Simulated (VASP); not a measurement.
# HfH2 (I4/mmm) in VASP: a series of runs

HfH2 is run at these levels: LDA; tasks: single point.

All numbers are computed with VASP 6.6.1; they aren't measurements. Logs are shortened: lines on timing, memory, paths and dates and some standing lists are left out, and cuts for length are marked.

## Step 1: The cell of the first run

Symmetry: I4/mmm, No. 139, tetragonal system. Conventional cell: a = 3.478 Å, b = 3.478 Å, c = 4.361 Å, α = 90.00°, β = 90.00°, γ = 90.00°. Within 2.7 Å of Hf (site symmetry 4/mmm) lie 8 H at 2.05 Å. H (site symmetry -4m2) has 4 Hf at 2.05 Å and 6 H at 2.18 to 2.46 Å within 2.7 Å.

## Step 2: Single point, LDA

File INCAR:

```
SYSTEM = HfH2
  PREC = Accurate
  ENCUT = 520
  EDIFF = 1E-6
  ISMEAR = 0
  SIGMA = 0.15
  LREAL = .False.
  LASPH = .True.
  NELM = 100
  ALGO = Normal
  ISIF = 2
  LWAVE = .False.
  LCHARG = .True.
  GGA = CA
  LELF = .True.
  LVHAR = .True.
  NBANDS = 13
```

File KPOINTS:

```
regular mesh
0
Gamma
  22 22 22
  0 0 0
```

File POSCAR:

```
HfH2
1.0
   -1.7390000000      1.7390000000      2.1805000000
    1.7390000000     -1.7390000000      2.1805000000
    1.7390000000      1.7390000000     -2.1805000000
Hf H
1 2
Direct
    0.0000000000      0.0000000000      0.0000000000
    0.7500000000      0.2500000000      0.5000000000
    0.2500000000      0.7500000000      0.5000000000
```

Potentials or basis: VASP PAW LDA potentials, release 64 (Hf_pv, H).

Started as:

```
$ cat potpaw_LDA.64/Hf_pv/POTCAR potpaw_LDA.64/H/POTCAR > POTCAR
$ mpirun -np 1 vasp_std > vasp.out
```

OUTCAR:

```text
SYSTEM = HfH2
   PREC = Accurate
   ENCUT = 520
   EDIFF = 1E-6
   ISMEAR = 0
   LREAL = .False.
   LASPH = .True.
   NELM = 100
   ISIF = 2
   GGA = CA

 ion  position               nearest neighbor table
   1  0.000  0.000  0.000-   2 2.05   3 2.05   2 2.05   3 2.05   2 2.05   3 2.05   2 2.05   3 2.05

   2  0.750  0.250  0.500-   1 2.05   1 2.05   1 2.05   1 2.05
   3  0.250  0.750  0.500-   1 2.05   1 2.05   1 2.05   1 2.05

  LATTYP: Found a body centered tetragonal cell.
 ALAT       =     3.4780000000
 C/A-ratio  =     1.2538815411

  Lattice vectors:

 A1 = (  -1.7390000000,   1.7390000000,   2.1805000000)
 A2 = (   1.7390000000,  -1.7390000000,   2.1805000000)
 A3 = (   1.7390000000,   1.7390000000,  -2.1805000000)

Analysis of symmetry for initial positions (statically):
=====================================================================
 Subroutine PRICEL returns:
 Original cell was already a primitive cell.

 Routine SETGRP: Setting up the symmetry group for a
 body centered tetragonal supercell.

 Subroutine GETGRP returns: Found 16 space group operations
 (whereof 16 operations were pure point group operations)
 out of a pool of 16 trial point group operations.

The static configuration has the point symmetry D_4h.

Analysis of symmetry for dynamics (positions and initial velocities):
=====================================================================
 Subroutine PRICEL returns:
 Original cell was already a primitive cell.

 Routine SETGRP: Setting up the symmetry group for a
 body centered tetragonal supercell.

 Subroutine GETGRP returns: Found 16 space group operations
 (whereof 16 operations were pure point group operations)
 out of a pool of 16 trial point group operations.

The dynamic configuration has the point symmetry D_4h.

 Subroutine INISYM returns: Found 16 space group operations
 (whereof 16 operations are pure point group operations),
 and found     1 'primitive' translations

----------------------------------------------------------------------------------------

                                     Primitive cell

  volume of cell :      26.3764

  direct lattice vectors                    reciprocal lattice vectors
    -1.739000000  1.739000000  2.180500000     0.000000000  0.287521564  0.229305205
     1.739000000 -1.739000000  2.180500000     0.287521564  0.000000000  0.229305205
     1.739000000  1.739000000 -2.180500000     0.287521564  0.287521564  0.000000000

  length of vectors
     3.286764709  3.286764709  3.286764709     0.367762868  0.367762868  0.406616895
[... 89 lines left out ...]
   ISIF   =      2    stress and relaxation
   ISYM   =      2    0-nonsym 1-usesym 2-fastsym
   POTIM  = 0.5000    time-step for ionic-motion
   TEBEG  =    0.0;   TEEND  =   0.0 temperature during run
   PSTRESS=    0.0 pullay stress
   NELECT =      12.0000    total number of electrons
   NUPDOWN=      -1.0000    fix difference up-down
   EMIN   =  10.00;   EMAX   =-10.00  energy-range for DOS
   EFERMI =   0.00;   METHOD = LEGACY
   ISMEAR =     0;   SIGMA  =   0.15  broadening in eV -4-tet -1-fermi 0-gaus
   EFERMI_NEDOS =   21; number of points for ismear=-14 and -15
   IALGO  =     38    algorithm
   IMIX   =      4    mixing-type and parameters
     AMIX     =   0.40;   BMIX     =  1.00
     AMIX_MAG =   1.60;   BMIX_MAG =  1.00
  volume/ion in A,a.u.               =       8.79        59.33
  Fermi-wavevector in a.u.,A,eV,Ry     =   1.259109  2.379372 21.570088  1.585357
  Thomas-Fermi vector in A             =   2.392686
   LORBIT       =      0    0 simple, 1 ext, 2 COOP (PROOUT), +10 PAW based schemes
   GGA     = CA    functional components
   LHFCALC =     F    Hartree Fock is set to
   AEXX    =    0.0000 exact exchange contribution
   IVDW    =     0    specifies the selected vdW correction
   LEPSILON=     F    determine dielectric tensor
   LRPA    =     F    only Hartree local field effects (RPA)
 non-spin polarized calculation
 Gauss-broadening in eV      SIGMA  =   0.15
  energy-cutoff  :      520.00
  volume of cell :       26.38
 maximum number of plane-waves:       742
   NGX = 13   NGY = 13   NGZ = 13

 number of electron      12.0000000 magnetization

 Free energy of the ion-electron system (eV)
  ---------------------------------------------------
  ext. energy  EPLUGINS =         0.00000000
  ---------------------------------------------------
  free energy    TOTEN  =       -19.45910741 eV

  energy without entropy =      -19.45273668  energy(sigma->0) =      -19.45592204

 E-fermi :   5.2044     XC(G=0): -11.6052

 val. band max:        5.2042986898   @ k =  -0.1364   0.3636   0.0909
 cond. band min:       5.2098491941   @ k =  -0.2273  -0.2273   0.1364
 fundamental gap:      0.0055505044
 Fermi energy:         5.2044408065

 k-point     1 :       0.0000    0.0000    0.0000
  band No.  band energies     occupation
      1     -25.5841      2.00000
      2     -25.5841      2.00000
      3     -25.5262      2.00000
      4      -5.9462      2.00000
      5       4.0696      2.00000
      6       4.7141      2.00000
      7       4.7141      2.00000
      8       5.4845      0.00829
      9       7.0269      0.00000
     10       8.3502      0.00000
     11      16.7118      0.00000
     12      16.8000      0.00000
     13      17.1243      0.00000
[... 354 lines left out ...]
  band No.  band energies     occupation
      1     -26.1167      2.00000
      2     -25.7003      2.00000
      3     -25.5849      2.00000
      4      -3.1158      2.00000
      5       0.1069      2.00000
      6       4.3873      2.00000
      7       5.7161      0.00000
      8       8.8370      0.00000
      9       9.5704      0.00000
     10      10.2155      0.00000
     11      11.7011      0.00000
     12      16.1374      0.00000
     13      16.7667      0.00000

 [... further k-points ...]
[... 5 lines left out ...]
  --------------------------------------------------------------------------------------
  -------------------------------------------------------------------------------------
  Total       -1.3500450     -1.3500450     -1.4702718      0.0000000      0.0000000     -0.0000000
  in kB      -82.0056151    -82.0056151    -89.3085353      0.0000000      0.0000000     -0.0000000
  external PRESSURE =     -84.4399218 kB  Pullay stress =       0.0000000 kB

 VOLUME and BASIS-vectors are now :
 -----------------------------------------------------------------------------
  energy-cutoff  :      520.00
  volume of cell :       26.38
      direct lattice vectors                 reciprocal lattice vectors
    -1.739000000  1.739000000  2.180500000     0.000000000  0.287521564  0.229305205
     1.739000000 -1.739000000  2.180500000     0.287521564  0.000000000  0.229305205
     1.739000000  1.739000000 -2.180500000     0.287521564  0.287521564  0.000000000

 POSITION                                       TOTAL-FORCE (eV/Angst)
 -----------------------------------------------------------------------------------
      0.00000      0.00000      0.00000         0.000000     -0.000000      0.000000
     -0.00000      1.73900      1.09025         0.000000      0.000000     -0.000000
      1.73900     -0.00000      1.09025        -0.000000      0.000000      0.000000
 -----------------------------------------------------------------------------------
    total drift:                                0.000000      0.000000      0.000000

  FREE ENERGIE OF THE ION-ELECTRON SYSTEM (eV)
  ---------------------------------------------------
  free  energy   TOTEN  =       -19.4591074067 eV

  energy  without entropy=      -19.4527366752  energy(sigma->0) =      -19.45592204
```

stdout:

```text
POSCAR found type information on POSCAR HfH
 POSCAR found :  2 types and       3 ions
 scaLAPACK will be used
 LDA part: xc-table for (Slater(with rela. corr.)+CA(PZ))
 , standard interpolation
 POSCAR, INCAR and KPOINTS ok, starting setup
 FFT: planning ... GRIDC
 FFT: planning ... GRID_SOFT
 FFT: planning ... GRID
 WAVECAR not read
 entering main loop
```

It took 78 s on 1 thread of Intel Xeon Platinum 8488C (Sapphire Rapids), shared host; peak memory 0.37 GiB.

Results:

- Free energy: -19.4591 eV
- Pressure: -8.4 GPa
- Band gap on the k mesh: zero (band 6 reaches 5.71 eV, above the bottom of band 7 at 4.71 eV)

Caveat: spin-orbit coupling is left out, which moves the levels of the heavy elements.

## Step 3: Single point, LDA

File INCAR:

```
SYSTEM = HfH2
PREC = Accurate
ENCUT = 520
EDIFF = 1E-6
ISMEAR = 0
SIGMA = 0.15
LREAL = .False.
LASPH = .True.
NELM = 100
ALGO = Normal
ISIF = 2
LWAVE = .False.
LCHARG = .False.
GGA = CA
NBANDS = 13
```

File KPOINTS:

```
Automatic mesh
0
Gamma
  20 20 20
  0 0 0
```

POSCAR is that of step 2.

Potentials or basis: VASP PAW LDA potentials, release 64 (Hf_pv, H).

Started as:

```
$ cat potpaw_LDA.64/Hf_pv/POTCAR potpaw_LDA.64/H/POTCAR > POTCAR
$ mpirun -np 1 vasp_std > vasp.out
```

It took 59 s on 1 thread of Intel Xeon Platinum 8488C (Sapphire Rapids), shared host; peak memory 0.32 GiB.

The run converged. Its results:

- Free energy: -19.4592 eV
- Pressure: -8.4 GPa
- Band gap on the k mesh: zero (band 6 reaches 5.78 eV, above the bottom of band 7 at 4.71 eV)

Stress tensor (GPa, compression positive):
```
-8.20  0.00  0.00
 0.00 -8.20  0.00
 0.00  0.00 -8.93
```

Levels at points of the mesh, in eV from the Fermi level:
| k point | band 3 | band 4 | band 5 | band 6 | band 7 | band 8 | band 9 | band 10 |
| --- | --- | --- | --- | --- | --- | --- | --- | --- |
| (0.00, 0.00, 0.00) | -30.73 | -11.15 | -1.14 | -0.49 | -0.49 | 0.28 | 1.82 | 3.15 |
| (0.50, 0.00, 0.00) | -30.79 | -8.29 | -5.04 | -0.82 | 0.53 | 3.73 | 4.69 | 4.77 |
| (0.50, 0.50, 0.00) | -30.89 | -6.54 | -5.59 | -4.08 | 3.86 | 4.10 | 5.21 | 6.45 |
| (0.50, 0.50, 0.50) | -31.05 | -7.60 | -4.19 | -3.77 | 4.52 | 4.63 | 4.63 | 5.66 |

Caveat: spin-orbit coupling is left out, which moves the levels of the heavy elements.
